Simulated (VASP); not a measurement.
# Ir (Fm-3m) in VASP: single point with LDA

Aim: the single point of Ir with LDA.

Everything below comes from runs of VASP 6.6.1. Logs are shortened: lines on timing, memory, paths and dates and some standing lists are left out, and cuts for length are marked.

## 1. The cell of the first run

It takes space group Fm-3m (No. 225, cubic). The conventional cell has a = 3.811 Å, b = 3.811 Å, c = 3.811 Å, α = 90.00°, β = 90.00°, γ = 90.00°. Within 3.6 Å of Ir (site symmetry m-3m) lie 12 Ir at 2.69 Å.

## 2. Single point, LDA

Contents of INCAR:

```
SYSTEM = Ir
  PREC = Accurate
  ENCUT = 560
  EDIFF = 1E-6
  ISMEAR = -1
  SIGMA = 0.05
  LREAL = .FALSE.
  LASPH = .TRUE.
  NELM = 120
  ALGO = Normal
  ISIF = 2
  LWAVE = .FALSE.
  LCHARG = .FALSE.
  GGA = CA
  NBANDS = 14
  GGA_COMPAT = .FALSE.
```

Contents of KPOINTS:

```
Automatic mesh
0
G
  10 10 10
  0 0 0
```

Contents of POSCAR:

```
Ir
1.0
    0.0000000000      1.9056135835      1.9056135835
    1.9056135835      0.0000000000      1.9056135835
    1.9056135835      1.9056135835      0.0000000000
Ir
1
Direct
    0.0000000000      0.0000000000      0.0000000000
```

Potentials or basis: VASP PAW LDA potentials, release 64 (Ir_sv_GW).

Launch:

```sh
$ cat potpaw_LDA.64/Ir_sv_GW/POTCAR > POTCAR
$ mpirun -np 1 vasp_std > vasp.out
```

OUTCAR:

```text
SYSTEM = Ir
   PREC = Accurate
   ENCUT = 560
   EDIFF = 1E-6
   ISMEAR = -1
   LREAL = .FALSE.
   LASPH = .TRUE.
   NELM = 120
   ISIF = 2
   GGA = CA

 ion  position               nearest neighbor table
   1  0.000  0.000  0.000-

  LATTYP: Found a face centered cubic cell.
 ALAT       =     3.8112271670

  Lattice vectors:

 A1 = (   0.0000000000,   1.9056135835,   1.9056135835)
 A2 = (   1.9056135835,   0.0000000000,   1.9056135835)
 A3 = (   1.9056135835,   1.9056135835,   0.0000000000)

Analysis of symmetry for initial positions (statically):
=====================================================================
 Subroutine PRICEL returns:
 Original cell was already a primitive cell.

 Routine SETGRP: Setting up the symmetry group for a
 face centered cubic supercell.

 Subroutine GETGRP returns: Found 48 space group operations
 (whereof 48 operations were pure point group operations)
 out of a pool of 48 trial point group operations.

The static configuration has the point symmetry O_h .

Analysis of symmetry for dynamics (positions and initial velocities):
=====================================================================
 Subroutine PRICEL returns:
 Original cell was already a primitive cell.

 Routine SETGRP: Setting up the symmetry group for a
 face centered cubic supercell.

 Subroutine GETGRP returns: Found 48 space group operations
 (whereof 48 operations were pure point group operations)
 out of a pool of 48 trial point group operations.

The dynamic configuration has the point symmetry O_h .

 Subroutine INISYM returns: Found 48 space group operations
 (whereof 48 operations are pure point group operations),
 and found     1 'primitive' translations

----------------------------------------------------------------------------------------

                                     Primitive cell

  volume of cell :      13.8399

  direct lattice vectors                    reciprocal lattice vectors
     0.000000000  1.905613584  1.905613584    -0.262382680  0.262382680  0.262382680
     1.905613584  0.000000000  1.905613584     0.262382680 -0.262382680  0.262382680
     1.905613584  1.905613584  0.000000000     0.262382680  0.262382680 -0.262382680

  length of vectors
     2.694944574  2.694944574  2.694944574     0.454460134  0.454460134  0.454460134

  position of ions in fractional coordinates (direct lattice)
     0.000000000  0.000000000  0.000000000

  ion indices of the primitive-cell ions
   primitive index   ion index
                 1           1

----------------------------------------------------------------------------------------

 KPOINTS: Automatic mesh

Automatic generation of k-mesh.
 Grid dimensions read from file:
 generate k-points for:   10   10   10

 Generating k-lattice:

  Cartesian coordinates                     Fractional coordinates (reciprocal lattice)
    -0.026238268  0.026238268  0.026238268     0.100000000  0.000000000  0.000000000
     0.026238268 -0.026238268  0.026238268     0.000000000  0.100000000  0.000000000
     0.026238268  0.026238268 -0.026238268     0.000000000  0.000000000  0.100000000

  Length of vectors
     0.045446013  0.045446013  0.045446013

  Shift w.r.t. Gamma in fractional coordinates (k-lattice)
     0.000000000  0.000000000  0.000000000

 Subroutine IBZKPT returns following result:
 ===========================================

 Found     47 irreducible k-points:

 Following reciprocal coordinates:
            Coordinates               Weight
  0.000000  0.000000  0.000000      1.000000
  0.100000  0.000000  0.000000      8.000000
  0.200000  0.000000  0.000000      8.000000
  0.300000  0.000000  0.000000      8.000000
  0.400000  0.000000  0.000000      8.000000
  0.500000  0.000000  0.000000      4.000000
[... 16 lines left out ...]
  0.300000  0.300000  0.000000      6.000000
  0.400000  0.300000  0.000000     24.000000
 [... further k-points ...]
   k-points           NKPTS =     47   k-points in BZ     NKDIM =     47   number of bands    NBANDS=     14
   number of dos      NEDOS =    301   number of ions     NIONS =      1
   total plane-waves  NPLWV =  13824
   dimension x,y,z NGX =    24 NGY =   24 NGZ =   24
   dimension x,y,z NGXF=    48 NGYF=   48 NGZF=   48
   ions per type =               1
   NGX,Y,Z   is equivalent  to a cutoff of  14.81, 14.81, 14.81 a.u.
   NGXF,Y,Z  is equivalent  to a cutoff of  29.61, 29.61, 29.61 a.u.
 SYSTEM =  Ir
   PREC   = accura    normal or accurate (medium, high low for compatibility)
   ISTART =      0    job   : 0-new  1-cont  2-samecut
   ICHARG =      2    charge: 1-file 2-atom 10-const
   ISPIN  =      1    spin polarized calculation?
   LNONCOLLINEAR =      F non collinear calculations
   LSORBIT =      F    spin-orbit coupling
   LASPH  =      T    aspherical Exc in radial PAW
   ENCUT  =  560.0 eV  41.16 Ry    6.42 a.u.   5.20  5.20  5.20*2*pi/ulx,y,z
   NELM   =    120;   NELMIN=  2; NELMDL= -5     # of ELM steps
   EDIFF  = 0.1E-05   stopping-criterion for ELM
   LREAL  =      F    real-space projection
   EDIFFG = 0.1E-04   stopping-criterion for IOM
   NSW    =      0    number of steps for IOM
   IBRION =     -1    ionic relax: 0-MD 1-quasi-New 2-CG
   NFREE  =      0    steps in history (QN), initial steepest desc. (CG)
   ISIF   =      2    stress and relaxation
   ISYM   =      2    0-nonsym 1-usesym 2-fastsym
   POTIM  = 0.5000    time-step for ionic-motion
   TEBEG  =    0.0;   TEEND  =   0.0 temperature during run
   PSTRESS=    0.0 pullay stress
   NELECT =      17.0000    total number of electrons
   NUPDOWN=      -1.0000    fix difference up-down
   EMIN   =  10.00;   EMAX   =-10.00  energy-range for DOS
   EFERMI =   0.00;   METHOD = LEGACY
   ISMEAR =    -1;   SIGMA  =   0.05  broadening in eV -4-tet -1-fermi 0-gaus
   EFERMI_NEDOS =   21; number of points for ismear=-14 and -15
   IALGO  =     38    algorithm
   IMIX   =      4    mixing-type and parameters
     AMIX     =   0.40;   BMIX     =  1.00
     AMIX_MAG =   1.60;   BMIX_MAG =  1.00
  volume/ion in A,a.u.               =      13.84        93.40
  Fermi-wavevector in a.u.,A,eV,Ry     =   1.753260  3.313181 41.823224  3.073920
  Thomas-Fermi vector in A             =   2.823430
   LORBIT       =      0    0 simple, 1 ext, 2 COOP (PROOUT), +10 PAW based schemes
   GGA     = CA    functional components
   LHFCALC =     F    Hartree Fock is set to
   AEXX    =    0.0000 exact exchange contribution
   IVDW    =     0    specifies the selected vdW correction
   LEPSILON=     F    determine dielectric tensor
   LRPA    =     F    only Hartree local field effects (RPA)
 non-spin polarized calculation
  energy-cutoff  :      560.00
  volume of cell :       13.84
 maximum number of plane-waves:       444
 NGX is ok and might be reduce to    24
   NGX = 11   NGY = 11   NGZ = 11

 number of electron      17.0000000 magnetization

 Free energy of the ion-electron system (eV)
  ---------------------------------------------------
  ext. energy  EPLUGINS =         0.00000000
  ---------------------------------------------------
  free energy    TOTEN  =       -10.91304441 eV

  energy without entropy =      -10.90427394  energy(sigma->0) =      -10.90865917

 E-fermi :  13.1669     XC(G=0): -14.9248

 val. band max:       13.1402727150   @ k =  -0.3000   0.3000   0.1000
 cond. band min:      13.1918876706   @ k =  -0.4000   0.5000   0.1000
 fundamental gap:      0.0516149557
 Fermi energy:        13.1669203126

 k-point     1 :       0.0000    0.0000    0.0000
  band No.  band energies     occupation
      1     -79.5157      2.00000
      2     -36.1558      2.00000
      3     -36.1558      2.00000
      4     -36.1558      2.00000
      5       1.7695      2.00000
      6       9.0478      2.00000
      7       9.0478      2.00000
      8       9.0478      2.00000
      9      11.8719      2.00000
     10      11.8719      2.00000
     11      26.6671      0.00000
     12      32.2716      0.00000
     13      32.2716      0.00000
     14      32.2716      0.00000

 k-point     2 :       0.1000    0.0000    0.0000
  band No.  band energies     occupation
      1     -79.5089      2.00000
      2     -36.2421      2.00000
      3     -36.1675      2.00000
      4     -36.1675      2.00000
      5       2.2204      2.00000
      6       8.8183      2.00000
      7       9.2339      2.00000
      8       9.2339      2.00000
      9      11.7562      2.00000
     10      11.7562      2.00000
     11      27.4401      0.00000
     12      30.5962      0.00000
     13      33.0386      0.00000
     14      33.0386      0.00000

 k-point     3 :       0.2000    0.0000    0.0000
  band No.  band energies     occupation
      1     -79.4900      2.00000
      2     -36.4627      2.00000
      3     -36.1979      2.00000
      4     -36.1979      2.00000
      5       3.3813      2.00000
      6       8.4738      2.00000
      7       9.5215      2.00000
      8       9.5215      2.00000
      9      11.7626      2.00000
     10      11.7626      2.00000
     11      27.8514      0.00000
     12      29.2758      0.00000
     13      35.1515      0.00000
     14      35.1515      0.00000
[... 324 lines left out ...]
 k-point    23 :       0.3000    0.3000    0.0000
  band No.  band energies     occupation
      1     -79.4519      2.00000
      2     -36.7038      2.00000
      3     -36.3672      2.00000
      4     -36.3672      2.00000
      5       5.3096      2.00000
      6       6.4951      2.00000
      7      10.2644      2.00000
      8      11.9523      2.00000
      9      11.9523      2.00000
     10      13.2033      0.65179
     11      29.5518      0.00000
     12      29.5518      0.00000
     13      30.7933      0.00000
     14      33.9889      0.00000

 k-point    24 :       0.4000    0.3000    0.0000
  band No.  band energies     occupation
      1     -79.4365      2.00000
      2     -36.8178      2.00000
      3     -36.4296      2.00000
      4     -36.4026      2.00000
      5       5.5741      2.00000
      6       6.2759      2.00000
      7      10.3668      2.00000
      8      12.1942      2.00000
      9      13.9138      0.00000
     10      13.9379      0.00000
     11      26.0081      0.00000
     12      28.1847      0.00000
     13      29.3541      0.00000
     14      34.2692      0.00000

 [... further k-points ...]

------------------------ aborting loop because EDIFF is reached ----------------------------------------

  FORCE on cell =-STRESS in cart. coord.  units (eV):
  Direction    XX          YY          ZZ          XY          YZ          ZX
  --------------------------------------------------------------------------------------
  -------------------------------------------------------------------------------------
  Total       -0.0301918     -0.0301918     -0.0301918     -0.0000000     -0.0000000     -0.0000000
  in kB       -3.4951462     -3.4951462     -3.4951462     -0.0000000     -0.0000000     -0.0000000
  external PRESSURE =      -3.4951462 kB  Pullay stress =       0.0000000 kB

 VOLUME and BASIS-vectors are now :
 -----------------------------------------------------------------------------
  energy-cutoff  :      560.00
  volume of cell :       13.84
      direct lattice vectors                 reciprocal lattice vectors
     0.000000000  1.905613584  1.905613584    -0.262382680  0.262382680  0.262382680
     1.905613584  0.000000000  1.905613584     0.262382680 -0.262382680  0.262382680
     1.905613584  1.905613584  0.000000000     0.262382680  0.262382680 -0.262382680

 POSITION                                       TOTAL-FORCE (eV/Angst)
 -----------------------------------------------------------------------------------
      0.00000      0.00000      0.00000        -0.000000     -0.000000      0.000000
 -----------------------------------------------------------------------------------
    total drift:                               -0.000000      0.000000      0.000000

  FREE ENERGIE OF THE ION-ELECTRON SYSTEM (eV)
  ---------------------------------------------------
  free  energy   TOTEN  =       -10.9130444067 eV

  energy  without entropy=      -10.9042739364  energy(sigma->0) =      -10.90865917
```

It took 7.7 s on 1 thread of AMD EPYC 9R45 (Zen 5), shared host; peak memory 0.1 GiB.

Results:

- Free energy: -10.9130 eV
- Pressure: -0.3 GPa
- Band gap on the k mesh: zero (an odd number of electrons rules out a gap without spin polarisation)

Caveat: spin-orbit coupling is left out, which moves the levels of the heavy elements.

The gap in the log of VASP goes by the Fermi energy; the results here count the filled bands.